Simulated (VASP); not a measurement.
Runs of VASP 6.6.1 on Cd. The structure is that of space group R-3m (No. 166), or close to it. The cells are those of the table. 

| cell | gap on the mesh (eV) | pressure (GPa) |
| --- | --- | --- |
| a = 3.325, b = 3.325, c = 7.515 Å, angles 90.0, 90.0, 120.0°, 3 atoms | none | (a) |
| a = 3.325, b = 3.325, c = 7.371 Å, angles 90.0, 90.0, 120.0°, 3 atoms | none | -0.8 |
| a = 3.325, b = 3.325, c = 7.226 Å, angles 90.0, 90.0, 120.0°, 3 atoms | none | 0.1 |
| a = 3.325, b = 3.325, c = 6.793 Å, angles 90.0, 90.0, 120.0°, 3 atoms | none | 4.5 |
| a = 3.325, b = 3.325, c = 6.937 Å, angles 90.0, 90.0, 120.0°, 3 atoms | none | (b) |
| a = 3.325, b = 3.325, c = 7.082 Å, angles 90.0, 90.0, 120.0°, 3 atoms | none | 1.3 |

Alike in all rows: task single point; level PBE; potentials or basis VASP PAW PBE potentials, release 64 (Cd); no spin polarisation; k mesh 15 × 15 × 6; cutoff (eV) 520; smearing gaussian 0.1 eV.

Task: Fill in the values left out.

Result: (a) -1.6; (b) 2.8.

A k mesh can miss the band edges, and the runs leave out spin-orbit coupling on Cd.

A gap of «none» marks levels without a gap at the run's occupations.
